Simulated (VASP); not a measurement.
Crystal: SiNi.

```
Si Ni
1.0
     4.10302    0.00000    0.00000
     0.00000    2.71524    0.00000
     0.00000    0.00000    4.18922
Si Ni
2 2
Direct
  0.75000 0.00000 0.68700
  0.25000 0.00000 0.31300
  0.75000 0.50000 0.18800
  0.25000 0.50000 0.81200
```

```yaml
Program: VASP 6.6.1
Task: relaxation of cell and atoms
Functional: PBE
Potentials_or_basis: VASP PAW PBE potentials, release 64 (Si, Ni)
Cutoff: 600 eV
k_mesh: 4 × 6 × 4
Occupations: gaussian, width 0.1 eV
Spin: no spin polarisation
```

At the start: pressure -3.1 GPa; volume 11.67 Å³/atom.

Question: Where does the relaxation end?

Answer: Over 14 steps the energy falls by 39.2 meV/atom and the volume is 11.50 Å³/atom (-1.4 %); space group Pmma (No. 51, to 0.1 Å) before and after.

Step by step:
| step | energy change (eV) | largest force (eV/Å) | pressure (GPa) | volume (Å³) |
| --- | --- | --- | --- | --- |
| 1 | 0.0000 | 0.5738 | -3.13 | 46.67 |
| 2 | -0.0876 | 0.2454 | 2.34 | 45.13 |
| 3 | -0.0936 | 0.1249 | 4.33 | 44.66 |
| 4 | -0.1318 | 0.1935 | 0.05 | 45.83 |
| 5 | -0.1322 | 0.1678 | 0.41 | 45.73 |
| 6 | -0.1441 | 0.1032 | -0.77 | 46.04 |
| 7 | -0.1473 | 0.1117 | -1.58 | 46.29 |
| 8 | -0.1494 | 0.1206 | 1.49 | 45.57 |
| 9 | -0.1511 | 0.1193 | 0.21 | 45.85 |
| 10 | -0.1531 | 0.0770 | 0.28 | 45.86 |
| 11 | -0.1550 | 0.1156 | 0.46 | 45.87 |
| 12 | -0.1561 | 0.0624 | -0.29 | 46.06 |
| 13 | -0.1562 | 0.0471 | -0.51 | 46.12 |
| 14 | -0.1567 | 0.0106 | -0.02 | 46.01 |

Final structure:
```cif
data_structure
_symmetry_space_group_name_H-M 'P 1'
_symmetry_Int_Tables_number 1
_cell_length_a 4.3953
_cell_length_b 2.5838
_cell_length_c 4.0511
_cell_angle_alpha 90.000
_cell_angle_beta 90.000
_cell_angle_gamma 90.000
_cell_volume 46.01
loop_
_atom_site_label
_atom_site_type_symbol
_atom_site_fract_x
_atom_site_fract_y
_atom_site_fract_z
_atom_site_occupancy
Si1 Si 0.75000 0.00000 0.69076 1
Si2 Si 0.25000 0.00000 0.30924 1
Ni1 Ni 0.75000 0.50000 0.18029 1
Ni2 Ni 0.25000 0.50000 0.81971 1
```

Caveat: the k points lie up to 0.41 Å⁻¹ apart in the final cell, too coarse for converged energies and pressures of a metal.
